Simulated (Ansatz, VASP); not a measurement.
**Zn4HO4: VASP beside Ansatz**

Contents of INCAR:

```
SYSTEM = Zn4HO4
PREC     = Accurate       ! precision mode
ENCUT    = 520            ! plane-wave cutoff, eV
EDIFF    = 1E-7           ! SCF threshold, eV
ISMEAR   = 0              ! smearing method
SIGMA    = 0.05           ! smearing width, eV
LREAL    = .FALSE.        ! projectors in reciprocal space
LASPH    = .TRUE.         ! aspherical terms in the spheres
NELM     = 100            ! most SCF steps
ALGO     = Normal         ! electronic algorithm
ISIF     = 2              ! what is computed and relaxed
LWAVE    = .FALSE.        ! write WAVECAR
LCHARG   = .FALSE.        ! write CHGCAR
GGA      = PS             ! functional
NBANDS   = 46             ! bands
```

The input KPOINTS:

```
Automatic mesh
0
G
  4 4 8
  0 0 0
```

Contents of POSCAR:

```
Zn4HO4
1.0
    5.5148137916      0.0000000000      0.0000000000
    0.0000000000      5.5148137916      0.0000000000
    0.0000000000      0.0000000000      3.2430062931
Zn O H
4 4 1
Direct
    0.1820657240      0.1820657240      0.5000000000
    0.8179342760      0.8179342760      0.5000000000
    0.6820657240      0.3179342760      0.0000000000
    0.3179342760      0.6820657240      0.0000000000
    0.8180023132      0.1819976868      0.5000000000
    0.1819976868      0.8180023132      0.5000000000
    0.6819976868      0.6819976868      0.0000000000
    0.3180023132      0.3180023132      0.0000000000
    1.0000405349      0.0819976868      0.2000000000
```

Input for Ansatz:

```yaml
crystal:
  lattice:
    - [5.5148137916, 0.0, 0.0]
    - [0.0, 5.5148137916, 0.0]
    - [0.0, 0.0, 3.2430062931]
  atoms:
    - { symbol: Zn, position: [0.182065724, 0.182065724, 0.5] }
    - { symbol: Zn, position: [0.817934276, 0.817934276, 0.5] }
    - { symbol: Zn, position: [0.682065724, 0.317934276, 0.0] }
    - { symbol: Zn, position: [0.317934276, 0.682065724, 0.0] }
    - { symbol: O, position: [0.8180023132, 0.1819976868, 0.5] }
    - { symbol: O, position: [0.1819976868, 0.8180023132, 0.5] }
    - { symbol: O, position: [0.6819976868, 0.6819976868, 0.0] }
    - { symbol: O, position: [0.3180023132, 0.3180023132, 0.0] }
    - { symbol: H, position: [1.0000405349, 0.0819976868, 0.2] }
basis:
  ecutwfc: 420
kpoints:
  mp_grid: { grid: [4, 4, 8] }
hamiltonian:
  xc: pbesol
  pseudopotentials: { kind: paw, azcp: { folder: soft_1 } }
scf:
  occupations: { method: gaussian, width: 0.05 }
output:
  forces: true
  stress: true
  eigenvalues: true
  write_density: true
  write_potential: true
  elf: true
  volumetric_format: npy
```

Alike in both runs: task single point; functional PBEsol; k mesh 4 × 4 × 8; occupations gaussian, width 0.05 eV; no spin polarisation.

```csv
,VASP,Ansatz
version,VASP 6.6.1,Ansatz 0.2.0
potentials or method,"VASP PAW PBE potentials, release 64 (Zn, O, H), cutoff 520 eV","scalar-relativistic, plane waves, PAW"
valence electrons in the cell,73,73
```

```csv
,VASP,Ansatz,Ansatz less VASP
gap on the k mesh at the Fermi level (eV),none,none,-
pressure (GPa),8.4,7.4,-1.03
"traceless stress, the component that is largest in VASP (GPa)",1.24,1.27,+0.031
rms of the force components (eV/Å),0.752,0.733,-0.0198
```

VASP's potentials were made for PBE, not for PBEsol, and Ansatz warns of the same on its side. Atom by atom the forces differ by 0.022 eV/Å (rms over components). A gap of «none» marks a metal or a gap that the smearing closes. The functional is the same, so the differences come from potentials, cutoffs and numerics.
